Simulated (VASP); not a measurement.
# RbCl (rocksalt type): single point with PBE

Crystal: RbCl (rocksalt type).

```
CELL_PARAMETERS angstrom
0.00000 3.10890 3.10890
3.10890 0.00000 3.10890
3.10890 3.10890 0.00000
ATOMIC_POSITIONS crystal
Rb 0.00000 0.00000 0.00000
Cl 0.50000 0.50000 0.50000
```

```
Program             : VASP 6.6.1
Task                : single point
Functional          : PBE
Potentials or basis : VASP PAW PBE potentials, release 64 (Rb_sv, Cl)
Cutoff              : 500 eV
k mesh              : 13 × 13 × 13
Occupations         : fermi-dirac, width 0.1 eV
Spin                : no spin polarisation
```

```
Pressure               : 5.6 GPa
Band gap on the k mesh : 5.59 eV
```

Levels at points of the mesh, in eV from the valence-band top:
| k point | band 4 | band 5 | band 6 | band 7 | band 8 | band 9 | band 10 | band 11 | band 12 | band 13 |
| --- | --- | --- | --- | --- | --- | --- | --- | --- | --- | --- |
| (0.00, 0.00, 0.00) | -7.61 | -7.61 | 0.00 | 0.00 | 0.00 | 5.59 | 8.04 | 8.04 | 8.04 | 9.15 |

Wall time 43 s on 1 thread of Intel(R) Xeon(R) Platinum 8488C (Sapphire Rapids), on a shared host, peak memory 0.21 GiB.

Caveat: the cell stands under pressure; an odd mesh through Γ misses points on the zone boundary, where band edges can lie.
